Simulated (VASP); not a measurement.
# Mg2B3 (P-6m2) in VASP: a series of runs, part 2 of 2

VASP 6.6.1.

## 4. Relaxation of cell and atoms, PBE

This run uses another cell than the first one, of 12.22 Å³/atom, 1.136 times its volume.

INCAR reads:

```
SYSTEM = Mg2B3
ALGO     = Normal         ! electronic algorithm
EDIFF    = 1E-6           ! SCF threshold, eV
EDIFFG   = -0.01          ! ionic threshold
ENCUT    = 600            ! plane-wave cutoff, eV
GGA      = PE             ! functional
IBRION   = 2              ! ionic algorithm
ISIF     = 3              ! what is computed and relaxed
ISMEAR   = 0              ! smearing method
LASPH    = .TRUE.         ! aspherical terms in the spheres
LCHARG   = .FALSE.        ! write CHGCAR
LREAL    = .FALSE.        ! projectors in reciprocal space
LWAVE    = .FALSE.        ! write WAVECAR
NELM     = 100            ! most SCF steps
NSW      = 100            ! ionic steps
PREC     = Accurate       ! precision mode
SIGMA    = 0.1            ! smearing width, eV
```

KPOINTS reads:

```
k-points
0
G
  12 12 8
  0 0 0
```

POSCAR reads:

```
Mg2B3
1.0
    3.8877055478      0.0000000000      0.0000000000
   -1.9438527739      3.3668517668      0.0000000000
    0.0000000000      0.0000000000      4.6696395725
Mg B
2 3
Direct
    0.6666666667      0.3333333333      0.5000000000
    0.3333333333      0.6666666667      0.0000000000
    0.0000000000      0.0000000000      0.6739209166
    0.0000000000      0.0000000000      0.3260790834
    0.6666666667      0.3333333333      0.0000000000
```

Potentials or basis: VASP PAW PBE potentials, release 64 (Mg, B).

Run with:

```sh
$ cat potpaw_PBE.64/Mg/POTCAR potpaw_PBE.64/B/POTCAR > POTCAR
$ mpirun -np 1 vasp_std > vasp.out
```

OUTCAR:

```text
SYSTEM = Mg2B3
   EDIFF = 1E-6
   EDIFFG = -0.01
   ENCUT = 600
   GGA = PE
   IBRION = 2
   ISIF = 3
   ISMEAR = 0
   LASPH = .TRUE.
   LREAL = .FALSE.
   NELM = 100
   NSW = 100
   PREC = Accurate

 ion  position               nearest neighbor table
   1  0.667  0.333  0.500-   5 2.33   5 2.33   3 2.39   4 2.39   3 2.39   4 2.39   3 2.39   4 2.39
                             2 3.24   2 3.24   2 3.24   2 3.24   2 3.24   2 3.24
   2  0.333  0.667  0.000-   5 2.24   5 2.24   5 2.24   3 2.71   4 2.71   4 2.71   3 2.71   4 2.71
                             3 2.71   1 3.24   1 3.24   1 3.24   1 3.24   1 3.24   1 3.24
   3  0.000  0.000  0.674-   4 1.62   1 2.39   1 2.39   1 2.39   2 2.71   2 2.71   2 2.71
   4  0.000  0.000  0.326-   3 1.62   1 2.39   1 2.39   1 2.39   2 2.71   2 2.71   2 2.71
   5  0.667  0.333  0.000-   2 2.24   2 2.24   2 2.24   1 2.33   1 2.33

  LATTYP: Found a hexagonal cell.
 ALAT       =     3.8877055478
 C/A-ratio  =     1.2011299506

  Lattice vectors:
[... 364 lines left out ...]
      3      -0.9225      2.00000
      4       2.3006      2.00000
      5       2.3006      2.00000
      6       4.7065      0.00000
      7       4.7065      0.00000
      8       4.9479      0.00000
      9       7.2974      0.00000
     10       7.7449      0.00000
[... 287 lines left out ...]
 k-point    24 :       0.3333    0.0000    0.1250
  band No.  band energies     occupation
      1      -5.8999      2.00000
      2      -2.9114      2.00000
      3      -0.7780      2.00000
      4       0.8890      2.00000
      5       1.3095      2.00000
      6       2.3921      2.00000
      7       4.1646      0.00046
      8       5.1895      0.00000
      9       6.0501      0.00000
     10       7.6392      0.00000

 [... further k-points ...]

------------------------ aborting loop because EDIFF is reached ----------------------------------------

  FORCE on cell =-STRESS in cart. coord.  units (eV):
  Direction    XX          YY          ZZ          XY          YZ          ZX
  --------------------------------------------------------------------------------------
  -------------------------------------------------------------------------------------
  Total       -0.0213815     -0.0213815     -0.0221217      0.0000000     -0.0000000      0.0000000
  in kB       -0.5603527     -0.5603527     -0.5797501      0.0000000     -0.0000000      0.0000000
  external PRESSURE =      -0.5668185 kB  Pullay stress =       0.0000000 kB
[... 20 lines left out ...]
  FREE ENERGIE OF THE ION-ELECTRON SYSTEM (eV)
  ---------------------------------------------------
  free  energy   TOTEN  =       -18.4470150603 eV

  energy  without entropy=      -18.4397772999  energy(sigma->0) =      -18.44339618

 reached required accuracy - stopping structural energy minimisation
```

CONTCAR:

```text
Mg2B3
   1.00000000000000
     3.8926869995370814    0.0000000000000000    0.0000000000000000
    -1.9463434997685407    3.3711658305519285    0.0000000000000000
     0.0000000000000000   -0.0000000000000000    4.6586304440787636
  Mg              B
     2     3
Direct
     0.6666666667000030    0.3333333332999970    0.5000000000000000
     0.3333333332999970    0.6666666667000030    0.0000000000000000
     1.0000000000000000    0.0000000000000000    0.6743158111066241
     0.0000000000000000    0.0000000000000000    0.3256841888933759
     0.6666666667000030    0.3333333332999970    0.0000000000000000

  0.00000000E+00  0.00000000E+00  0.00000000E+00
  0.00000000E+00  0.00000000E+00  0.00000000E+00
  0.00000000E+00  0.00000000E+00  0.00000000E+00
  0.00000000E+00  0.00000000E+00  0.00000000E+00
  0.00000000E+00  0.00000000E+00  0.00000000E+00
```

Run time: 50 s. Hardware: 1 thread of Intel Xeon 6975P-C (Granite Rapids), shared host; peak memory 0.25 GiB.

Results:

* Free energy: -18.4470 eV
* Relaxed volume: 12.23 Å³/atom
* Relaxed cell: a = 3.893 Å, b = 3.893 Å, c = 4.659 Å, α = 90.00°, β = 90.00°, γ = 120.00°
* Space group after relaxing (to 0.05 Å): P-6m2 (No. 187)
* Energy gained by relaxing: 0.1 meV/atom
* Ionic steps: 5
* Pressure after relaxing: -0.1 GPa

Step by step:
```
step  energy change (eV)  largest force (eV/Å)  pressure (GPa)  volume (Å³)
   1              0.0000                0.0078           -0.01        61.12
   2             -0.0003                0.0385            0.02        61.12
   3             -0.0003                0.0407            0.04        61.12
   4             -0.0004                0.0172           -0.10        61.14
   5             -0.0004                0.0014           -0.06        61.13
```

Final structure:
```yaml
crystal:
  lattice:
    - [3.89269, 0.00000, 0.00000]
    - [-1.94634, 3.37117, 0.00000]
    - [0.00000, 0.00000, 4.65863]
  atoms:
    - { symbol: Mg, position: [0.66667, 0.33333, 0.50000] }
    - { symbol: Mg, position: [0.33333, 0.66667, 0.00000] }
    - { symbol: B, position: [0.00000, 0.00000, 0.67432] }
    - { symbol: B, position: [0.00000, 0.00000, 0.32568] }
    - { symbol: B, position: [0.66667, 0.33333, 0.00000] }
```

Levels at points of the mesh, in eV from the Fermi level:
| k point | band 4 | band 5 | band 6 | band 7 | band 8 | band 9 | band 10 |
| --- | --- | --- | --- | --- | --- | --- | --- |
| (0.00, 0.00, 0.00) | -1.62 | -1.62 | 0.79 | 0.79 | 1.03 | 3.38 | 3.83 |
| (0.50, 0.00, 0.00) | -2.93 | -2.89 | -1.53 | -1.43 | 1.67 | 2.02 | 2.93 |
| (0.00, 0.00, 0.50) | -0.69 | -0.69 | -0.19 | -0.19 | 0.09 | 3.23 | 3.23 |
| (0.50, 0.00, 0.50) | -4.95 | -1.52 | -1.49 | -0.13 | 0.60 | 2.26 | 4.88 |

## 5. Summary

```tsv
task	cell	k mesh	cutoff (eV)	gap on the mesh (eV)	pressure (GPa)	relaxed volume (Å³/atom)	largest force (eV/Å)
relaxation of cell and atoms	relaxed from a = 3.699, b = 3.699, c = 4.542 Å, angles 90.0, 90.0, 120.0°, 5 atoms	6 × 6 × 4	600	none	-0.4	12.28	0.02
single point	a = 3.894, b = 3.894, c = 4.661 Å, angles 90.0, 90.0, 120.0°, 5 atoms	12 × 12 × 8	520	none	-0.1	-	0.01
relaxation of cell and atoms	relaxed from a = 3.888, b = 3.888, c = 4.670 Å, angles 90.0, 90.0, 120.0°, 5 atoms	12 × 12 × 8	600	none	-0.1	12.23	-
```

Alike in all rows: level PBE; potentials or basis VASP PAW PBE potentials, release 64 (Mg, B); no spin polarisation; smearing gaussian 0.1 eV.

Total energies depend on the potentials used, so only differences within one code and one set of settings carry meaning.
